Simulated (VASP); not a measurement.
# SrTiO3 (Pm-3m) in VASP: settings compared

Aim: see how the results for SrTiO3 move with the level of theory and the settings. Levels: PBEsol, PBE. Tasks: single point, relaxation of cell and atoms.

Everything below comes from runs of VASP 6.6.1. Logs are shortened: lines on timing, memory, paths and dates and some standing lists are left out, and cuts for length are marked.

## 1. The cell of the first run

The structure is cubic, space group Pm-3m (No. 221). Conventional cell: a = 3.936 Å, b = 3.936 Å, c = 3.936 Å, α = 90.00°, β = 90.00°, γ = 90.00°. Within 3.7 Å of Sr (site symmetry m-3m) lie 12 O at 2.78 Å and 8 Ti at 3.41 Å. Within 2.6 Å of Ti (site symmetry m-3m) lie 6 O at 1.97 Å. Within 2.6 Å of O (site symmetry 4/mmm) lie 2 Ti at 1.97 Å.

## 2. Single point, PBEsol

File INCAR:

```
SYSTEM = SrTiO3
PREC     = Accurate       ! precision mode
ENCUT    = 520            ! plane-wave cutoff, eV
EDIFF    = 1E-6           ! SCF threshold, eV
ISMEAR   = 0              ! smearing method
SIGMA    = 0.02           ! smearing width, eV
LREAL    = .FALSE.        ! projectors in reciprocal space
LASPH    = .TRUE.         ! aspherical terms in the spheres
NELM     = 60             ! most SCF steps
ALGO     = Normal         ! electronic algorithm
ISIF     = 2              ! what is computed and relaxed
LWAVE    = .FALSE.        ! write WAVECAR
LCHARG   = .TRUE.         ! write CHGCAR
GGA      = PS             ! functional
LELF     = .TRUE.         ! ELF
LVHAR    = .TRUE.       
NBANDS   = 28             ! bands
```

File KPOINTS:

```
Automatic mesh
0
G
  8 8 8
  0 0 0
```

File POSCAR:

```
SrTiO3
1.0
    3.9364041186      0.0000000000      0.0000000000
    0.0000000000      3.9364041186      0.0000000000
    0.0000000000      0.0000000000      3.9364041186
Sr Ti O
1 1 3
Direct
    0.5000000000      0.5000000000      0.5000000000
    0.0000000000      0.0000000000      0.0000000000
    0.5000000000      0.0000000000      0.0000000000
    0.0000000000      0.5000000000      0.0000000000
    0.0000000000      0.0000000000      0.5000000000
```

Potentials or basis: VASP PAW PBE potentials, release 64 (Sr_sv, Ti_sv, O).

Run with:

```sh
> cat potpaw_PBE.64/Sr_sv/POTCAR potpaw_PBE.64/Ti_sv/POTCAR potpaw_PBE.64/O/POTCAR > POTCAR
> mpirun -np 1 vasp_std > vasp.out
```

OUTCAR:

```text
SYSTEM = SrTiO3
   PREC = Accurate
   ENCUT = 520
   EDIFF = 1E-6
   ISMEAR = 0
   LREAL = .FALSE.
   LASPH = .TRUE.
   NELM = 60
   ISIF = 2
   GGA = PS

 ion  position               nearest neighbor table
   1  0.500  0.500  0.500-   3 2.78   4 2.78   5 2.78   3 2.78   4 2.78   3 2.78   5 2.78   3 2.78
                             4 2.78   5 2.78   4 2.78   5 2.78   2 3.41   2 3.41   2 3.41   2 3.41
   2  0.000  0.000  0.000-   3 1.97   4 1.97   5 1.97   5 1.97   4 1.97   3 1.97   1 3.41   1 3.41
                             1 3.41   1 3.41   1 3.41   1 3.41   1 3.41   1 3.41
   3  0.500  0.000  0.000-   2 1.97   2 1.97   1 2.78   1 2.78   1 2.78   1 2.78
   4  0.000  0.500  0.000-   2 1.97   2 1.97   1 2.78   1 2.78   1 2.78   1 2.78
   5  0.000  0.000  0.500-   2 1.97   2 1.97   1 2.78   1 2.78   1 2.78   1 2.78

  LATTYP: Found a simple cubic cell.
 ALAT       =     3.9364041186

  Lattice vectors:

 A1 = (   3.9364041186,   0.0000000000,   0.0000000000)
 A2 = (   0.0000000000,   3.9364041186,   0.0000000000)
 A3 = (   0.0000000000,   0.0000000000,   3.9364041186)

Analysis of symmetry for initial positions (statically):
=====================================================================
 Subroutine PRICEL returns:
 Original cell was already a primitive cell.

 Routine SETGRP: Setting up the symmetry group for a
 simple cubic supercell.

 Subroutine GETGRP returns: Found 48 space group operations
 (whereof 48 operations were pure point group operations)
 out of a pool of 48 trial point group operations.

The static configuration has the point symmetry O_h .

Analysis of symmetry for dynamics (positions and initial velocities):
=====================================================================
 Subroutine PRICEL returns:
 Original cell was already a primitive cell.

 Routine SETGRP: Setting up the symmetry group for a
 simple cubic supercell.

 Subroutine GETGRP returns: Found 48 space group operations
 (whereof 48 operations were pure point group operations)
 out of a pool of 48 trial point group operations.

The dynamic configuration has the point symmetry O_h .

 Subroutine INISYM returns: Found 48 space group operations
 (whereof 48 operations are pure point group operations),
 and found     1 'primitive' translations

----------------------------------------------------------------------------------------

                                     Primitive cell

  volume of cell :      60.9957

  direct lattice vectors                    reciprocal lattice vectors
     3.936404119  0.000000000  0.000000000     0.254038958  0.000000000  0.000000000
     0.000000000  3.936404119  0.000000000     0.000000000  0.254038958  0.000000000
     0.000000000  0.000000000  3.936404119     0.000000000  0.000000000  0.254038958

  length of vectors
     3.936404119  3.936404119  3.936404119     0.254038958  0.254038958  0.254038958

  position of ions in fractional coordinates (direct lattice)
     0.500000000  0.500000000  0.500000000
     0.000000000  0.000000000  0.000000000
     0.500000000  0.000000000  0.000000000
     0.000000000  0.500000000  0.000000000
     0.000000000  0.000000000  0.500000000

  ion indices of the primitive-cell ions
   primitive index   ion index
                 1           1
                 2           2
                 3           3
                 4           4
                 5           5

----------------------------------------------------------------------------------------

 KPOINTS: Automatic mesh

Automatic generation of k-mesh.
 Grid dimensions read from file:
 generate k-points for:    8    8    8

 Generating k-lattice:

  Cartesian coordinates                     Fractional coordinates (reciprocal lattice)
     0.031754870  0.000000000  0.000000000     0.125000000  0.000000000  0.000000000
     0.000000000  0.031754870  0.000000000     0.000000000  0.125000000  0.000000000
     0.000000000  0.000000000  0.031754870     0.000000000  0.000000000  0.125000000

  Length of vectors
     0.031754870  0.031754870  0.031754870

  Shift w.r.t. Gamma in fractional coordinates (k-lattice)
     0.000000000  0.000000000  0.000000000

 Subroutine IBZKPT returns following result:
 ===========================================

 Found     35 irreducible k-points:

 Following reciprocal coordinates:
            Coordinates               Weight
  0.000000  0.000000  0.000000      1.000000
  0.125000  0.000000  0.000000      6.000000
  0.250000  0.000000  0.000000      6.000000
  0.375000  0.000000  0.000000      6.000000
  0.500000  0.000000  0.000000      3.000000
  0.125000  0.125000  0.000000     12.000000
[... 16 lines left out ...]
  0.375000  0.375000  0.125000     24.000000
  0.500000  0.375000  0.125000     24.000000
 [... further k-points ...]
   k-points           NKPTS =     35   k-points in BZ     NKDIM =     35   number of bands    NBANDS=     28
   number of dos      NEDOS =    301   number of ions     NIONS =      5
   total plane-waves  NPLWV =  27000
   dimension x,y,z NGX =    30 NGY =   30 NGZ =   30
   dimension x,y,z NGXF=    60 NGYF=   60 NGZF=   60
   ions per type =               1   1   3
   NGX,Y,Z   is equivalent  to a cutoff of  12.67, 12.67, 12.67 a.u.
   NGXF,Y,Z  is equivalent  to a cutoff of  25.34, 25.34, 25.34 a.u.
 SYSTEM =  SrTiO3
   PREC   = accura    normal or accurate (medium, high low for compatibility)
   ISTART =      0    job   : 0-new  1-cont  2-samecut
   ICHARG =      2    charge: 1-file 2-atom 10-const
   ISPIN  =      1    spin polarized calculation?
   LNONCOLLINEAR =      F non collinear calculations
   LSORBIT =      F    spin-orbit coupling
   LASPH  =      T    aspherical Exc in radial PAW
   ENCUT  =  520.0 eV  38.22 Ry    6.18 a.u.   7.32  7.32  7.32*2*pi/ulx,y,z
   NELM   =     60;   NELMIN=  2; NELMDL= -5     # of ELM steps
   EDIFF  = 0.1E-05   stopping-criterion for ELM
   LREAL  =      F    real-space projection
   EDIFFG = 0.1E-04   stopping-criterion for IOM
   NSW    =      0    number of steps for IOM
   IBRION =     -1    ionic relax: 0-MD 1-quasi-New 2-CG
   NFREE  =      0    steps in history (QN), initial steepest desc. (CG)
   ISIF   =      2    stress and relaxation
   ISYM   =      2    0-nonsym 1-usesym 2-fastsym
   POTIM  = 0.5000    time-step for ionic-motion
   TEBEG  =    0.0;   TEEND  =   0.0 temperature during run
   PSTRESS=    0.0 pullay stress
   NELECT =      40.0000    total number of electrons
   NUPDOWN=      -1.0000    fix difference up-down
   EMIN   =  10.00;   EMAX   =-10.00  energy-range for DOS
   EFERMI =   0.00;   METHOD = LEGACY
   ISMEAR =     0;   SIGMA  =   0.02  broadening in eV -4-tet -1-fermi 0-gaus
   EFERMI_NEDOS =   21; number of points for ismear=-14 and -15
   IALGO  =     38    algorithm
   IMIX   =      4    mixing-type and parameters
     AMIX     =   0.40;   BMIX     =  1.00
     AMIX_MAG =   1.60;   BMIX_MAG =  1.00
  volume/ion in A,a.u.               =      12.20        82.32
  Fermi-wavevector in a.u.,A,eV,Ry     =   1.422313  2.687782 27.524232  2.022974
  Thomas-Fermi vector in A             =   2.543030
   LORBIT       =      0    0 simple, 1 ext, 2 COOP (PROOUT), +10 PAW based schemes
   GGA     = PS    functional components
   LHFCALC =     F    Hartree Fock is set to
   AEXX    =    0.0000 exact exchange contribution
   IVDW    =     0    specifies the selected vdW correction
   LEPSILON=     F    determine dielectric tensor
   LRPA    =     F    only Hartree local field effects (RPA)
 non-spin polarized calculation
 Gauss-broadening in eV      SIGMA  =   0.02
  energy-cutoff  :      520.00
  volume of cell :       61.00
 maximum number of plane-waves:      1671
 NGX is ok and might be reduce to    30
   NGX = 15   NGY = 15   NGZ = 15

 number of electron      39.9999990 magnetization

 Free energy of the ion-electron system (eV)
  ---------------------------------------------------
  ext. energy  EPLUGINS =         0.00000000
  ---------------------------------------------------
  free energy    TOTEN  =       -41.98667561 eV

  energy without entropy =      -41.98667561  energy(sigma->0) =      -41.98667561

 E-fermi :   4.0414     XC(G=0): -11.4122

 val. band max:        3.8306658584   @ k =   0.5000   0.5000   0.5000
 cond. band min:       5.5901919850   @ k =   0.0000   0.0000   0.0000
 fundamental gap:      1.7595261266
 Fermi energy:         4.0413838380

 k-point     1 :       0.0000    0.0000    0.0000
  band No.  band energies     occupation
      1     -52.4681      2.00000
      2     -28.8876      2.00000
      3     -28.8137      2.00000
      4     -28.8137      2.00000
      5     -28.8137      2.00000
      6     -13.4412      2.00000
[... 20 lines left out ...]
     27       9.0849      0.00000
     28       9.6413      0.00000

 k-point     2 :       0.1250    0.0000    0.0000
  band No.  band energies     occupation
      1     -52.4679      2.00000
      2     -28.9046      2.00000
      3     -28.8134      2.00000
      4     -28.8134      2.00000
      5     -28.8031      2.00000
      6     -13.4468      2.00000
[... 20 lines left out ...]
     27       9.3601      0.00000
     28      10.0165      0.00000

 k-point     3 :       0.2500    0.0000    0.0000
  band No.  band energies     occupation
      1     -52.4674      2.00000
      2     -28.9377      2.00000
      3     -28.8124      2.00000
      4     -28.8124      2.00000
      5     -28.7852      2.00000
      6     -13.5071      2.00000
[... 20 lines left out ...]
     27      10.0189      0.00000
     28      11.0414      0.00000

 k-point     4 :       0.3750    0.0000    0.0000
  band No.  band energies     occupation
      1     -52.4669      2.00000
      2     -28.9663      2.00000
      3     -28.8115      2.00000
      4     -28.8115      2.00000
      5     -28.7716      2.00000
      6     -13.6067      2.00000
[... 578 lines left out ...]
     27      11.7830      0.00000
     28      12.0659      0.00000

 k-point    23 :       0.3750    0.3750    0.1250
  band No.  band energies     occupation
      1     -52.4655      2.00000
      2     -28.9086      2.00000
      3     -28.8670      2.00000
      4     -28.8205      2.00000
      5     -28.8078      2.00000
      6     -13.0399      2.00000
[... 20 lines left out ...]
     27      11.8400      0.00000
     28      12.3007      0.00000

 k-point    24 :       0.5000    0.3750    0.1250
  band No.  band energies     occupation
      1     -52.4653      2.00000
      2     -28.9023      2.00000
      3     -28.8666      2.00000
      4     -28.8226      2.00000
      5     -28.8185      2.00000
      6     -12.9520      2.00000
[... 20 lines left out ...]
     27      11.9058      0.00000
     28      12.3995      0.00000

 [... further k-points ...]
[... 5 lines left out ...]
  --------------------------------------------------------------------------------------
  -------------------------------------------------------------------------------------
  Total       -2.0457793     -2.0457793     -2.0457793      0.0000000     -0.0000000      0.0000000
  in kB      -53.7366167    -53.7366167    -53.7366167      0.0000000     -0.0000000      0.0000000
  external PRESSURE =     -53.7366167 kB  Pullay stress =       0.0000000 kB

 VOLUME and BASIS-vectors are now :
 -----------------------------------------------------------------------------
  energy-cutoff  :      520.00
  volume of cell :       61.00
      direct lattice vectors                 reciprocal lattice vectors
     3.936404119  0.000000000  0.000000000     0.254038958  0.000000000  0.000000000
     0.000000000  3.936404119  0.000000000     0.000000000  0.254038958  0.000000000
     0.000000000  0.000000000  3.936404119     0.000000000  0.000000000  0.254038958

 POSITION                                       TOTAL-FORCE (eV/Angst)
 -----------------------------------------------------------------------------------
      1.96820      1.96820      1.96820         0.000000      0.000000      0.000000
      0.00000      0.00000      0.00000         0.000000      0.000000      0.000000
      1.96820      0.00000      0.00000         0.000000      0.000000      0.000000
      0.00000      1.96820      0.00000         0.000000      0.000000      0.000000
      0.00000      0.00000      1.96820         0.000000      0.000000      0.000000
 -----------------------------------------------------------------------------------
    total drift:                                0.000000     -0.000000      0.000000

  FREE ENERGIE OF THE ION-ELECTRON SYSTEM (eV)
  ---------------------------------------------------
  free  energy   TOTEN  =       -41.9866756136 eV

  energy  without entropy=      -41.9866756136  energy(sigma->0) =      -41.98667561
```

Wall time 80 s (1 thread of Intel Xeon 8259CL, shared host); peak memory 0.21 GiB.

Results:

```
Free energy            : -41.9867 eV
Pressure               : -5.4 GPa
Band gap on the k mesh : 1.76 eV (least direct gap 2.13 eV)
```

Levels at points of the mesh, in eV from the valence-band top:
```tsv
k point	band 18	band 19	band 20	band 21	band 22	band 23
(0.00, 0.00, 0.00)	-0.37	-0.37	-0.37	1.76	1.76	1.76
(0.50, 0.00, 0.00)	-1.96	-0.74	-0.74	1.93	3.66	3.66
(0.50, 0.50, 0.00)	-1.57	-1.57	-0.09	3.66	3.66	4.10
(0.50, 0.50, 0.50)	0.00	0.00	0.00	4.32	4.32	4.32
```

Caveat: the cell stands under tension; the PAW data sets were made with another functional, which shifts forces and pressure a little.

## 3. Relaxation of cell and atoms, PBE

This run uses another cell than the first one, of 11.91 Å³/atom.

File INCAR:

```
ALGO = Normal
EDIFF = 1E-6
EDIFFG = -0.005
ENCUT = 600
GGA = PE
IBRION = 2
ISIF = 3
ISMEAR = 0
LASPH = True
LCHARG = False
LREAL = False
LWAVE = False
NELM = 60
NSW = 100
PREC = Accurate
SIGMA = 0.02
```

File KPOINTS:

```
k-points
0
Gamma
  8 8 8
```

POSCAR, as its differences from that of step 2:

```diff
@@ -2,5 +2,5 @@
 1.0
-    3.9364041186      0.0000000000      0.0000000000
-    0.0000000000      3.9364041186      0.0000000000
-    0.0000000000      0.0000000000      3.9364041186
+    3.9052800000      0.0000000000      0.0000000000
+    0.0000000000      3.9052800000      0.0000000000
+    0.0000000000      0.0000000000      3.9052800000
 Sr Ti O
```

Potentials or basis: VASP PAW PBE potentials, release 64 (Sr_sv, Ti_sv, O).

Run with:

```sh
> cat potpaw_PBE.64/Sr_sv/POTCAR potpaw_PBE.64/Ti_sv/POTCAR potpaw_PBE.64/O/POTCAR > POTCAR
> mpirun -np 1 vasp_std > vasp.out
```

It took 2.6 min on 1 thread of Intel Xeon 8259CL, shared host; peak memory 0.23 GiB.

The run converged. Its results:

```
Free energy                           : -40.1069 eV
Relaxed volume                        : 12.23 Å³/atom
Relaxed cell                          : a = 3.940 Å, b = 3.940 Å, c = 3.940 Å, α = 90.00°, β = 90.00°, γ = 90.00°
Space group after relaxing (to 0.1 Å) : Pm-3m (No. 221)
Energy gained by relaxing             : 4.6 meV/atom
Ionic steps                           : 3
Pressure after relaxing               : 0.0 GPa
Band gap on the k mesh                : 1.81 eV (least direct gap 2.18 eV)
```

Step by step:
```csv
step,energy change (eV),largest force (eV/Å),pressure (GPa),volume (Å³)
1,0.0000,0.0000,4.69,59.56
2,-0.0057,0.0000,-3.75,62.62
3,-0.0232,0.0000,-0.02,61.17
```

Final structure:
```
CELL_PARAMETERS angstrom
3.94020 0.00000 0.00000
0.00000 3.94020 0.00000
0.00000 0.00000 3.94020
ATOMIC_POSITIONS crystal
Sr 0.50000 0.50000 0.50000
Ti 0.00000 0.00000 0.00000
O 0.50000 0.00000 0.00000
O 0.00000 0.50000 0.00000
O 0.00000 0.00000 0.50000
```

Levels at points of the mesh, in eV from the valence-band top:
| k point | band 18 | band 19 | band 20 | band 21 | band 22 | band 23 |
| --- | --- | --- | --- | --- | --- | --- |
| (0.00, 0.00, 0.00) | -0.37 | -0.37 | -0.37 | 1.81 | 1.81 | 1.81 |
| (0.50, 0.00, 0.00) | -1.90 | -0.73 | -0.73 | 1.96 | 3.64 | 3.64 |
| (0.50, 0.50, 0.00) | -1.54 | -1.54 | -0.09 | 3.65 | 3.65 | 4.09 |
| (0.50, 0.50, 0.50) | 0.00 | 0.00 | 0.00 | 4.29 | 4.29 | 4.29 |

A k mesh can miss the band edges. PBE usually gives volumes a little too large and moduli too small.
